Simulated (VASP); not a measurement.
# NbB2 (P6/mmm) in VASP: vibrations by perturbation theory with LDA

Aim: the vibrations by perturbation theory of NbB2 with LDA.

All numbers are computed with VASP 6.6.1; they aren't measurements. Logs are shortened: lines on timing, memory, paths and dates and some standing lists are left out, and cuts for length are marked.

**1. The cell of the first run**

Symmetry: P6/mmm, No. 191, hexagonal system. Conventional cell: a = 3.065 Å, b = 3.065 Å, c = 3.266 Å, α = 90.00°, β = 90.00°, γ = 120.00°. Within 3.3 Å of Nb (site symmetry 6/mmm) lie 12 B at 2.41 Å and 8 Nb at 3.07 to 3.27 Å. B (site symmetry -6m2) has 3 B at 1.77 Å and 6 Nb at 2.41 Å within 2.5 Å.

**2. Vibrations by perturbation theory, LDA**

Contents of INCAR:

```
SYSTEM = NbB2
PREC = Accurate ; ENCUT = 520
EDIFF = 1E-8 ; ISMEAR = -1
SIGMA = 0.15 ; LREAL = .False.
LASPH = .True. ; NELM = 100
ALGO = Normal ; ISIF = 2
LWAVE = .False. ; LCHARG = .False.
GGA = CA ; NBANDS = 16
IBRION = 8 ; NSW = 1
```

Contents of KPOINTS:

```
regular mesh
0
Gamma
  18 18 14
  0 0 0
```

Contents of POSCAR:

```
NbB2
1.0
    3.0654380806      0.0000000000      0.0000000000
   -1.5327190403      2.6547472516      0.0000000000
    0.0000000000      0.0000000000      3.2663535569
Nb B
1 2
Direct
    0.0000000000      0.0000000000      0.0000000000
    0.3333333333      0.6666666667      0.5000000000
    0.6666666667      0.3333333333      0.5000000000
```

Potentials or basis: VASP PAW LDA potentials, release 64 (Nb_sv, B).

Command:

```sh
$ cat potpaw_LDA.64/Nb_sv/POTCAR potpaw_LDA.64/B/POTCAR > POTCAR
$ mpirun -np 1 vasp_std > vasp.out
```

OUTCAR:

```text
SYSTEM = NbB2
   PREC = Accurate
   ENCUT = 520
   EDIFF = 1E-8
   ISMEAR = -1
   LREAL = .False.
   LASPH = .True.
   NELM = 100
   ISIF = 2
   GGA = CA
   IBRION = 8
   NSW = 1

 ion  position               nearest neighbor table
   1  0.000  0.000  0.000-   2 2.41   3 2.41   2 2.41   3 2.41   3 2.41   3 2.41   2 2.41   2 2.41
                             3 2.41   3 2.41   2 2.41   2 2.41
   2  0.333  0.667  0.500-   3 1.77   3 1.77   3 1.77   1 2.41   1 2.41   1 2.41   1 2.41   1 2.41
                             1 2.41
   3  0.667  0.333  0.500-   2 1.77   2 1.77   2 1.77   1 2.41   1 2.41   1 2.41   1 2.41   1 2.41
                             1 2.41

  LATTYP: Found a hexagonal cell.
 ALAT       =     3.0654380806
 C/A-ratio  =     1.0655421741

  Lattice vectors:

 A1 = (   3.0654380806,   0.0000000000,   0.0000000000)
 A2 = (  -1.5327190403,   2.6547472516,   0.0000000000)
 A3 = (   0.0000000000,   0.0000000000,   3.2663535569)

Analysis of symmetry for initial positions (statically):
=====================================================================
 Subroutine PRICEL returns:
 Original cell was already a primitive cell.

 Routine SETGRP: Setting up the symmetry group for a
 hexagonal supercell.

 Subroutine GETGRP returns: Found 24 space group operations
 (whereof 24 operations were pure point group operations)
 out of a pool of 24 trial point group operations.

The static configuration has the point symmetry D_6h.

Analysis of symmetry for dynamics (positions and initial velocities):
=====================================================================
 Subroutine PRICEL returns:
 Original cell was already a primitive cell.

 Routine SETGRP: Setting up the symmetry group for a
 hexagonal supercell.

 Subroutine GETGRP returns: Found 24 space group operations
 (whereof 24 operations were pure point group operations)
 out of a pool of 24 trial point group operations.

The dynamic configuration has the point symmetry D_6h.

 Subroutine INISYM returns: Found 24 space group operations
 (whereof 24 operations are pure point group operations),
 and found     1 'primitive' translations

----------------------------------------------------------------------------------------

                                     Primitive cell

  volume of cell :      26.5815

  direct lattice vectors                    reciprocal lattice vectors
     3.065438081  0.000000000  0.000000000     0.326217648  0.188341847  0.000000000
    -1.532719040  2.654747252  0.000000000     0.000000000  0.376683693  0.000000000
     0.000000000  0.000000000  3.266353557     0.000000000  0.000000000  0.306151794

  length of vectors
     3.065438081  3.065438081  3.266353557     0.376683693  0.376683693  0.306151794

  position of ions in fractional coordinates (direct lattice)
     0.000000000  0.000000000  0.000000000
     0.333333333  0.666666667  0.500000000
     0.666666667  0.333333333  0.500000000

  ion indices of the primitive-cell ions
   primitive index   ion index
                 1           1
                 2           2
                 3           3

----------------------------------------------------------------------------------------

 KPOINTS: regular mesh

Automatic generation of k-mesh.
[... 101 lines left out ...]
 NGX is ok and might be reduce to    24
   NGX = 11   NGY = 11   NGZ = 13

--------------------------------------- Ionic step        1  -------------------------------------------

 number of electron      19.0000000 magnetization

 Free energy of the ion-electron system (eV)
  ---------------------------------------------------
  ext. energy  EPLUGINS =         0.00000000
  ---------------------------------------------------
  free energy    TOTEN  =       -28.58614695 eV

  energy without entropy =      -28.51534472  energy(sigma->0) =      -28.55074584

 E-fermi :  13.0627     XC(G=0): -13.4137

 val. band max:       13.0541227752   @ k =   0.2222   0.0556   0.0714
 cond. band min:      13.0681477306   @ k =   0.2778   0.0556   0.0714
 fundamental gap:      0.0140249553
 Fermi energy:        13.0626829433

 k-point     1 :       0.0000    0.0000    0.0000
  band No.  band energies     occupation
      1     -42.3437      2.00000
      2     -18.7072      2.00000
      3     -18.2157      2.00000
      4     -18.2157      2.00000
      5      -1.3241      2.00000
      6       8.5579      2.00000
[... 433 lines left out ...]
      3     -18.5573      2.00000
      4     -18.4714      2.00000
      5       2.1683      2.00000
      6       3.8253      2.00000
[... 8 lines left out ...]
     15      21.6458      0.00000
     16      21.6795      0.00000

 [... further k-points ...]

------------------------ aborting loop because EDIFF is reached ----------------------------------------

  FORCE on cell =-STRESS in cart. coord.  units (eV):
  Direction    XX          YY          ZZ          XY          YZ          ZX
  --------------------------------------------------------------------------------------
  -------------------------------------------------------------------------------------
  Total        0.5190566      0.5190566      0.4872917     -0.0000000     -0.0000000      0.0000000
  in kB       31.2857388     31.2857388     29.3711314     -0.0000000     -0.0000000      0.0000000
  external PRESSURE =      30.6475363 kB  Pullay stress =       0.0000000 kB

 VOLUME and BASIS-vectors are now :
 -----------------------------------------------------------------------------
  energy-cutoff  :      520.00
  volume of cell :       26.58
      direct lattice vectors                 reciprocal lattice vectors
     3.065438081  0.000000000  0.000000000     0.326217648  0.188341847  0.000000000
    -1.532719040  2.654747252  0.000000000     0.000000000  0.376683693  0.000000000
     0.000000000  0.000000000  3.266353557     0.000000000  0.000000000  0.306151794

 POSITION                                       TOTAL-FORCE (eV/Angst)
 -----------------------------------------------------------------------------------
      0.00000      0.00000      0.00000         0.000000      0.000000      0.000000
     -0.00000      1.76983      1.63318        -0.000000      0.000000     -0.000000
      1.53272      0.88492      1.63318         0.000000      0.000000      0.000000
 -----------------------------------------------------------------------------------
    total drift:                               -0.000000      0.000000      0.000000

  FREE ENERGIE OF THE ION-ELECTRON SYSTEM (eV)
  ---------------------------------------------------
  free  energy   TOTEN  =       -28.5861469511 eV

  energy  without entropy=      -28.5153447221  energy(sigma->0) =      -28.55074584

[... ionic steps 2 to 3 ...]

--------------------------------------- Ionic step        4  -------------------------------------------

------------------------ aborting loop because EDIFF is reached ----------------------------------------
[... 11 lines left out ...]
[... ionic steps 8 to 8 ...]

--------------------------------------- Ionic step        9  -------------------------------------------

 Free energy of the ion-electron system (eV)
  ---------------------------------------------------
  ---------------------------------------------------
  free energy    TOTEN  =        -0.04583540 eV

  energy without entropy =       -0.04583539

------------------------ aborting loop because EDIFF is reached ----------------------------------------

 INTERNAL STRAIN TENSOR  FOR ION    2  DIRECTION 3   (eV/Angst):
 -----------------------------------------------------------------------------
    -0.00062  0.00000  0.00000
     0.00000 -0.00062 -0.00000
     0.00000 -0.00000 -0.00527

 INTERNAL STRAIN TENSOR FOR ION    3 for displacements in x,y,z  (eV/Angst):
          X           Y           Z          XY          YZ          ZX
  --------------------------------------------------------------------------------
  x    -0.00000     0.00000     0.00000    -0.55972     0.00000     0.00000
  y    -0.55972     0.55972     0.00000     0.00000     0.00000     0.00000
  z     0.00000     0.00000     0.00000     0.00000    -0.00000     0.00000

 SECOND DERIVATIVES (NOT SYMMETRIZED)
 ------------------------------------
               1X          1Y          1Z          2X          2Y          2Z          3X          3Y          3Z
  1X   -12.834688    0.000000    0.000000    6.417344    0.000000    0.000000    6.417344    0.000000    0.000000
  1Y     0.000000  -12.834688    0.000000    0.000000    6.417344    0.000000    0.000000    6.417344    0.000000
  1Z     0.000000    0.000000  -16.384228    0.000000    0.000000    8.192114   -0.000000    0.000000    8.192114
  2X     6.287906    0.000000    0.000000  -16.766208    0.000000    0.000000   10.478302    0.000000    0.000000
  2Y     0.000000    6.287906    0.000000    0.000000  -16.766208    0.000000    0.000000   10.478302    0.000000
  2Z     0.000000    0.000000    8.183279   -0.000000    0.000000  -10.587115    0.000000    0.000000    2.403836
  3X     6.287906    0.000000    0.000000   10.478302    0.000000    0.000000  -16.766208    0.000000    0.000000
  3Y     0.000000    6.287906    0.000000    0.000000   10.478302    0.000000    0.000000  -16.766208    0.000000
  3Z     0.000000    0.000000    8.183279    0.000000    0.000000    2.403836   -0.000000    0.000000  -10.587115

 Eigenvectors and eigenvalues of the dynamical matrix
 ----------------------------------------------------

   1 f  =   24.817458 THz   155.932685 2PiTHz  827.821280 cm-1   102.636712 meV
             X         Y         Z           dx          dy          dz
      0.000000  0.000000  0.000000     0.000000   -0.000000    0.000000
     -0.000000  1.769832  1.633177     0.000000    0.707107    0.000000
      1.532719  0.884916  1.633177    -0.000000   -0.707107   -0.000000
[... 43 lines left out ...]
   9 f/i=    0.053215 THz     0.334361 2PiTHz    1.775067 cm-1     0.220080 meV
             X         Y         Z           dx          dy          dz
      0.000000  0.000000  0.000000     0.079010    0.895445    0.000000
     -0.000000  1.769832  1.633177     0.027228    0.308588    0.000000
      1.532719  0.884916  1.633177     0.027228    0.308588    0.000000

--------------------------------------------------------------------------------------------------------

 ELASTIC MODULI CONTR FROM IONIC RELAXATION (kBar)
 Direction    XX          YY          ZZ          XY          YZ          ZX
 --------------------------------------------------------------------------------
 XX          -1.3862      1.3862      0.0000      0.0000     -0.0000      0.0000
 YY           1.3862     -1.3862      0.0000     -0.0000      0.0000      0.0000
 ZZ           0.0000      0.0000      0.0000      0.0000      0.0000      0.0000
 XY           0.0000     -0.0000      0.0000     -1.3862     -0.0000      0.0000
 YZ          -0.0000      0.0000      0.0000     -0.0000     -0.0000      0.0000
 ZX           0.0000      0.0000      0.0000      0.0000      0.0000      0.0000
 --------------------------------------------------------------------------------
```

It took 8.7 min on 1 thread of Intel Xeon 6975P-C (Granite Rapids), shared host; peak memory 1.3 GiB.

Results:

| Quantity | Value |
| --- | --- |
| Highest phonon frequency at Γ | 828 cm⁻¹ |

Phonon frequencies in cm⁻¹ (negative: imaginary):
```tsv
q point	frequencies
(0.000, 0.000, 0.000)	-2 -2 0 442 442 504 572 828 828
```

Caveat: the cell stands under pressure or tension, which shifts response properties.
